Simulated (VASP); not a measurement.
# Hf3SnS8: single point with PBE

Crystal: Hf3SnS8.

```xyz
12
Lattice="3.6807 2.1251 6.1062 -3.6807 2.1251 6.1062 0.0000 -4.2502 6.1062" Properties=species:S:1:pos:R:3 pbc="T T T"
Hf    0.0000    2.1251    6.1062
Hf    1.8404   -1.0625    6.1062
Hf   -1.8404   -1.0625    6.1062
Sn    0.0000    0.0000    9.1593
S     0.0000    2.0771   10.7381
S     0.0000    0.0000   13.6461
S     1.7988   -1.0385   10.7381
S    -1.7988   -1.0385   10.7381
S     0.0000   -2.0771    7.5804
S     0.0000    0.0000    4.6724
S    -1.7988    1.0385    7.5804
S     1.7988    1.0385    7.5804
```

- Program: VASP 6.6.1
- Task: single point
- Functional: PBE
- Potentials or basis: VASP PAW PBE potentials, release 64 (Hf_pv, Sn_d, S)
- Cutoff: 520 eV
- k mesh: 6 × 6 × 6
- Occupations: gaussian, width 0.1 eV
- Spin: no spin polarisation
- Dipole correction: no
- Further INCAR settings: ALGO = Normal; EDIFF = 1e-07; NBANDS = 58

| Item | Value |
| --- | --- |
| Pressure | -0.4 GPa |
| Largest force | 0.067 eV/Å |
| Band gap on the k mesh | zero (filled and empty bands touch) |

Forces in eV/Å, atoms in the order of the input:
```
Hf   0.000  0.000  0.000
Hf   0.000  0.000  0.000
Hf   0.000  0.000  0.000
Sn   0.000  0.000  0.000
S    0.000 -0.033  0.041
S    0.000  0.000 -0.067
S   -0.029  0.017  0.041
S    0.029  0.017  0.041
S    0.000  0.033 -0.041
S    0.000  0.000  0.067
S    0.029 -0.017 -0.041
S   -0.029 -0.017 -0.041
```

Levels at points of the mesh, in eV from the Fermi level:
```
           k point  band 43  band 44  band 45  band 46  band 47  band 48  band 49  band 50
(0.00, 0.00, 0.00)    -0.87    -0.21    -0.18    -0.08    -0.08     1.21     1.21     1.78
(0.50, 0.00, 0.00)    -0.81    -0.79    -0.46    -0.41     0.61     1.80     2.38     2.70
(0.50, 0.50, 0.00)    -0.89    -0.76    -0.70    -0.41     1.39     1.56     2.56     2.96
(0.50, 0.50, 0.50)    -0.98    -0.89    -0.12    -0.12     1.48     1.48     1.98     2.31
```

Run time: 12 min on 1 thread of Intel(R) Xeon(R) Platinum 8259CL CPU @ 2.50GHz (Skylake/Cascade Lake), with other jobs on the host, peak memory 0.71 GiB.

Caveat: spin-orbit coupling is left out, which moves the levels of the heavy elements.
